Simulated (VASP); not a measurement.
# TlWCl6 (R-3) in VASP: single point with PBE

Aim: the single point of TlWCl6 with PBE.

Program: VASP 6.6.1. These are calculated values, not measurements. Logs are shortened: lines on timing, memory, paths and dates and some standing lists are left out, and cuts for length are marked.

### 1 The cell of the first run

The structure is trigonal, space group R-3 (No. 148). Conventional cell: a = 6.834 Å, b = 6.834 Å, c = 18.852 Å, α = 90.00°, β = 90.00°, γ = 120.00°. Within 4.3 Å of Tl (site symmetry -3) lie 6 Cl at 3.30 Å. W (site symmetry -3) has 6 Cl at 2.34 Å within 3.1 Å. Cl (site symmetry 1) has 1 W at 2.34 Å within 3.1 Å.

### 2 Single point, PBE, collinear spin, ferromagnetic start

File INCAR:

```
SYSTEM = TlWCl6
PREC = Accurate
ENCUT = 520
EDIFF = 1E-7
ISMEAR = 0
SIGMA = 0.1
LREAL = .FALSE.
LASPH = .TRUE.
NELM = 150
ALGO = Normal
ISIF = 2
LWAVE = .FALSE.
LCHARG = .FALSE.
ISPIN = 2
MAGMOM = 0 0.63 0 0 0 0 0 0
LORBIT = 11
LMAXMIX = 4
GGA = PE
NBANDS = 48
```

File KPOINTS:

```
regular mesh
0
G
  3 3 3
  0 0 0
```

File POSCAR:

```
TlWCl6
1.0
    3.4170730000      1.9728480000      6.2841380000
   -3.4170730000      1.9728480000      6.2841380000
    0.0000000000     -3.9456961000      6.2841380000
Tl W Cl
1 1 6
Direct
    0.0000000000      0.0000000000      0.0000000000
    0.5000000000      0.5000000000      0.5000000000
    0.6753210000      0.1251670000      0.4848450000
    0.3246790000      0.8748330000      0.5151550000
    0.4848450000      0.6753210000      0.1251670000
    0.5151550000      0.3246790000      0.8748330000
    0.1251670000      0.4848450000      0.6753210000
    0.8748330000      0.5151550000      0.3246790000
```

Potentials or basis: VASP PAW PBE potentials, release 64 (Tl_d, W_sv, Cl).

Launch:

```
> cat potpaw_PBE.64/Tl_d/POTCAR potpaw_PBE.64/W_sv/POTCAR potpaw_PBE.64/Cl/POTCAR > POTCAR
> mpirun -np 1 vasp_std > vasp.out
```

OUTCAR:

```text
SYSTEM = TlWCl6
   PREC = Accurate
   ENCUT = 520
   EDIFF = 1E-7
   ISMEAR = 0
   LREAL = .FALSE.
   LASPH = .TRUE.
   NELM = 150
   ISIF = 2
   ISPIN = 2
   LORBIT = 11
   GGA = PE

 ion  position               nearest neighbor table
   1  0.000  0.000  0.000-   5 3.30   6 3.30   7 3.30   8 3.30   3 3.30   4 3.30
   2  0.500  0.500  0.500-   3 2.34   4 2.34   7 2.34   8 2.34   5 2.34   6 2.34
   3  0.675  0.125  0.485-   2 2.34   1 3.30
   4  0.325  0.875  0.515-   2 2.34   1 3.30
   5  0.485  0.675  0.125-   2 2.34   1 3.30
   6  0.515  0.325  0.875-   2 2.34   1 3.30
   7  0.125  0.485  0.675-   2 2.34   1 3.30
   8  0.875  0.515  0.325-   2 2.34   1 3.30

  LATTYP: Found a trigonal (rhomboedric) cell.
 ALAT       =     7.4201689685
 COS(alpha) =     0.5758583488

  Lattice vectors:

 A1 = (   3.4170730000,   1.9728480000,   6.2841380000)
 A2 = (  -3.4170730000,   1.9728480000,   6.2841380000)
 A3 = (   0.0000000000,  -3.9456961000,   6.2841380000)

Analysis of symmetry for initial positions (statically):
=====================================================================
 Subroutine PRICEL returns:
 Original cell was already a primitive cell.

 Routine SETGRP: Setting up the symmetry group for a
 trigonal (rhombohedral) supercell.

 Subroutine GETGRP returns: Found  6 space group operations
 (whereof  6 operations were pure point group operations)
 out of a pool of 12 trial point group operations.

The static configuration has the point symmetry S_6 .

Analysis of symmetry for dynamics (positions and initial velocities):
=====================================================================
 Subroutine PRICEL returns:
 Original cell was already a primitive cell.

 Routine SETGRP: Setting up the symmetry group for a
 trigonal (rhombohedral) supercell.

 Subroutine GETGRP returns: Found  6 space group operations
 (whereof  6 operations were pure point group operations)
 out of a pool of 12 trial point group operations.

The dynamic configuration has the point symmetry S_6 .

Analysis of structural, dynamic, and magnetic symmetry:
=====================================================================
 Subroutine PRICEL returns:
 Original cell was already a primitive cell.

 Routine SETGRP: Setting up the symmetry group for a
 trigonal (rhombohedral) supercell.

 Subroutine GETGRP returns: Found  6 space group operations
 (whereof  6 operations were pure point group operations)
 out of a pool of 12 trial point group operations.

The overall configuration has the point symmetry S_6 .

 Subroutine INISYM returns: Found  6 space group operations
 (whereof  6 operations are pure point group operations),
 and found     1 'primitive' translations

----------------------------------------------------------------------------------------

                                     Primitive cell

  volume of cell :     254.1820

  direct lattice vectors                    reciprocal lattice vectors
     3.417073000  1.972848000  6.284138000     0.146324062  0.084480236  0.053043605
    -3.417073000  1.972848000  6.284138000    -0.146324062  0.084480236  0.053043605
     0.000000000 -3.945696100  6.284138000     0.000000000 -0.168960471  0.053043604

  length of vectors
     7.420168969  7.420168969  7.420169009     0.177091121  0.177091121  0.177091120

  position of ions in fractional coordinates (direct lattice)
     0.000000000  0.000000000  0.000000000
     0.500000000  0.500000000  0.500000000
     0.675321000  0.125167000  0.484845000
     0.324679000  0.874833000  0.515155000
     0.484845000  0.675321000  0.125167000
     0.515155000  0.324679000  0.874833000
     0.125167000  0.484845000  0.675321000
     0.874833000  0.515155000  0.324679000

  ion indices of the primitive-cell ions
   primitive index   ion index
                 1           1
                 2           2
                 3           3
[... 37 lines left out ...]
 -0.333333  0.333333  0.000000      6.000000
  0.333333  0.333333  0.333333      2.000000
 -0.333333  0.333333  0.333333      6.000000
   k-points           NKPTS =      6   k-points in BZ     NKDIM =      6   number of bands    NBANDS=     48
   number of dos      NEDOS =    301   number of ions     NIONS =      8
   total plane-waves  NPLWV = 175616
   dimension x,y,z NGX =    56 NGY =   56 NGZ =   56
   dimension x,y,z NGXF=   112 NGYF=  112 NGZF=  112
   ions per type =               1   1   6
   NGX,Y,Z   is equivalent  to a cutoff of  12.55, 12.55, 12.55 a.u.
   NGXF,Y,Z  is equivalent  to a cutoff of  25.09, 25.09, 25.09 a.u.
 SYSTEM =  TlWCl6
   PREC   = accura    normal or accurate (medium, high low for compatibility)
   ISTART =      0    job   : 0-new  1-cont  2-samecut
   ICHARG =      2    charge: 1-file 2-atom 10-const
   ISPIN  =      2    spin polarized calculation?
   LNONCOLLINEAR =      F non collinear calculations
   LSORBIT =      F    spin-orbit coupling
   LASPH  =      T    aspherical Exc in radial PAW
   ENCUT  =  520.0 eV  38.22 Ry    6.18 a.u.  13.80 13.80 13.80*2*pi/ulx,y,z
   NELM   =    150;   NELMIN=  2; NELMDL= -5     # of ELM steps
   EDIFF  = 0.1E-06   stopping-criterion for ELM
   LREAL  =      F    real-space projection
   EDIFFG = 0.1E-05   stopping-criterion for IOM
   NSW    =      0    number of steps for IOM
   IBRION =     -1    ionic relax: 0-MD 1-quasi-New 2-CG
   NFREE  =      0    steps in history (QN), initial steepest desc. (CG)
   ISIF   =      2    stress and relaxation
   ISYM   =      2    0-nonsym 1-usesym 2-fastsym
   POTIM  = 0.5000    time-step for ionic-motion
   TEBEG  =    0.0;   TEEND  =   0.0 temperature during run
   PSTRESS=    0.0 pullay stress
   NELECT =      69.0000    total number of electrons
   NUPDOWN=      -1.0000    fix difference up-down
   EMIN   =  10.00;   EMAX   =-10.00  energy-range for DOS
   EFERMI =   0.00;   METHOD = LEGACY
   ISMEAR =     0;   SIGMA  =   0.10  broadening in eV -4-tet -1-fermi 0-gaus
   EFERMI_NEDOS =   21; number of points for ismear=-14 and -15
   IALGO  =     38    algorithm
   IMIX   =      4    mixing-type and parameters
     AMIX     =   0.40;   BMIX     =  1.00
     AMIX_MAG =   1.60;   BMIX_MAG =  1.00
  volume/ion in A,a.u.               =      31.77       214.41
  Fermi-wavevector in a.u.,A,eV,Ry     =   1.060009  2.003127 15.287767  1.123619
  Thomas-Fermi vector in A             =   2.195375
   LORBIT       =     11    0 simple, 1 ext, 2 COOP (PROOUT), +10 PAW based schemes
   GGA     = PE    functional components
   LHFCALC =     F    Hartree Fock is set to
   AEXX    =    0.0000 exact exchange contribution
   IVDW    =     0    specifies the selected vdW correction
   LEPSILON=     F    determine dielectric tensor
   LRPA    =     F    only Hartree local field effects (RPA)
 spin polarized calculation
 Gauss-broadening in eV      SIGMA  =   0.10
  energy-cutoff  :      520.00
  volume of cell :      254.18
 maximum number of plane-waves:      6893
   NGX = 27   NGY = 27   NGZ = 27

 number of electron      69.0000001 magnetization       1.0000002

 Free energy of the ion-electron system (eV)
  ---------------------------------------------------
  ext. energy  EPLUGINS =         0.00000000
  ---------------------------------------------------
  free energy    TOTEN  =       -33.50372122 eV

  energy without entropy =      -33.46743196  energy(sigma->0) =      -33.48557659

 E-fermi :   1.3940     XC(G=0):  -7.7141

 val. band max:        1.3888291560   @ k =   0.3333  -0.0000   0.0000
 cond. band min:       1.4250451530   @ k =   0.0000   0.0000   0.0000
 fundamental gap:      0.0362159969
 Fermi energy:         1.3939886543

 spin component 1

 k-point     1 :       0.0000    0.0000    0.0000
  band No.  band energies     occupation
      1     -74.7596      1.00000
      2     -38.9725      1.00000
      3     -38.9278      1.00000
      4     -38.9278      1.00000
      5     -14.5771      1.00000
      6     -13.8681      1.00000
[... 283 lines left out ...]
     45       8.8263      0.00000
     46       9.0297      0.00000
 Fermi energy:         1.3939886543

 spin component 2

 k-point     1 :       0.0000    0.0000    0.0000
  band No.  band energies     occupation
      1     -74.3769      1.00000
      2     -38.5112      1.00000
      3     -38.3912      1.00000
      4     -38.3912      1.00000
      5     -14.5504      1.00000
      6     -13.8501      1.00000
[... 283 lines left out ...]
     45       8.8575      0.00000
     46       9.1178      0.00000
 [bands above 46 left out]

------------------------ aborting loop because EDIFF is reached ----------------------------------------

  FORCE on cell =-STRESS in cart. coord.  units (eV):
  Direction    XX          YY          ZZ          XY          YZ          ZX
  --------------------------------------------------------------------------------------
  -------------------------------------------------------------------------------------
  Total        0.4394822      0.4394822      0.2330993      0.0000001     -0.0000000      0.0000000
  in kB        2.7701740      2.7701740      1.4692874      0.0000007     -0.0000000      0.0000000
  external PRESSURE =       2.3365451 kB  Pullay stress =       0.0000000 kB

 VOLUME and BASIS-vectors are now :
 -----------------------------------------------------------------------------
  energy-cutoff  :      520.00
  volume of cell :      254.18
      direct lattice vectors                 reciprocal lattice vectors
     3.417073000  1.972848000  6.284138000     0.146324062  0.084480236  0.053043605
    -3.417073000  1.972848000  6.284138000    -0.146324062  0.084480236  0.053043605
     0.000000000 -3.945696100  6.284138000     0.000000000 -0.168960471  0.053043604

 POSITION                                       TOTAL-FORCE (eV/Angst)
 -----------------------------------------------------------------------------------
      0.00000      0.00000      0.00000        -0.000000      0.000000      0.000000
      0.00000     -0.00000      9.42621        -0.000000      0.000000      0.000000
      1.87992     -0.33381      8.07721         0.101354     -0.016185     -0.046206
     -1.87992      0.33381     10.77520        -0.101354      0.016185      0.046206
     -0.65087      1.79496      8.07721        -0.036660      0.095867     -0.046206
      0.65087     -1.79496     10.77520         0.036660     -0.095867      0.046206
     -1.22905     -1.46115      8.07721        -0.064693     -0.079682     -0.046206
      1.22905      1.46115     10.77520         0.064693      0.079682      0.046206
 -----------------------------------------------------------------------------------
    total drift:                               -0.000000     -0.000000      0.000000

  FREE ENERGIE OF THE ION-ELECTRON SYSTEM (eV)
  ---------------------------------------------------
  free  energy   TOTEN  =       -33.5037212198 eV

  energy  without entropy=      -33.4674319597  energy(sigma->0) =      -33.48557659

 total charge

# of ion       s       p       d       tot
------------------------------------------
    1        1.316   0.082   9.670  11.069
    2        2.341   6.337   3.023  11.701
    3        1.605   3.512   0.000   5.117
    4        1.605   3.512   0.000   5.117
    5        1.605   3.512   0.000   5.117
    6        1.605   3.512   0.000   5.117
    7        1.605   3.512   0.000   5.117
    8        1.605   3.512   0.000   5.117
--------------------------------------------------
tot         13.289  27.489  12.693  53.472

 magnetization (x)

# of ion       s       p       d       tot
------------------------------------------
    1       -0.002   0.008   0.000   0.006
    2        0.011   0.009   0.736   0.756
    3        0.000   0.004   0.000   0.004
    4        0.000   0.004   0.000   0.004
    5        0.000   0.004   0.000   0.004
    6        0.000   0.004   0.000   0.004
    7        0.000   0.004   0.000   0.004
    8        0.000   0.004   0.000   0.004
--------------------------------------------------
tot          0.010   0.042   0.736   0.788
```

Wall time 4.2 min (1 thread of Intel Xeon Platinum 8259CL at 2.50GHz (Skylake/Cascade Lake), shared host); peak memory 0.62 GiB.

What came out:

```
Free energy                                           : -33.5037 eV
Pressure                                              : 0.2 GPa
Largest force                                         : 0.113 eV/Å
Band gap on the k mesh                                : zero (filled and empty bands overlap)
Net moment                                            : 1.00 μB per cell
Site moments                                          : Tl +0.01; W +0.76; Cl +0.00 μB
Valence electrons inside the program's atomic spheres : Tl 11.07; W 11.70; Cl 5.12
```

Forces in eV/Å, atoms in the order of the input:
```
Tl   0.000  0.000  0.000
W    0.000  0.000  0.000
Cl   0.101 -0.016 -0.046
Cl  -0.101  0.016  0.046
Cl  -0.037  0.096 -0.046
Cl   0.037 -0.096  0.046
Cl  -0.065 -0.080 -0.046
Cl   0.065  0.080  0.046
```

Levels at points of the mesh, in eV from the Fermi level:
Spin up:
```tsv
k point	band 31	band 32	band 33	band 34	band 35	band 36	band 37	band 38	band 39	band 40
(0.00, 0.00, 0.00)	-2.40	-2.26	-2.26	-1.93	-0.08	0.03	0.03	3.25	3.43	3.43
```
Spin down:
```csv
k point,band 30,band 31,band 32,band 33,band 34,band 35,band 36,band 37,band 38,band 39
"(0.00, 0.00, 0.00)",-2.41,-2.39,-2.23,-2.23,-1.90,0.41,0.65,0.65,3.28,3.64
```

Caveat: the k points lie up to 0.37 Å⁻¹ apart; spin-orbit coupling is left out, which moves the levels of the heavy elements.
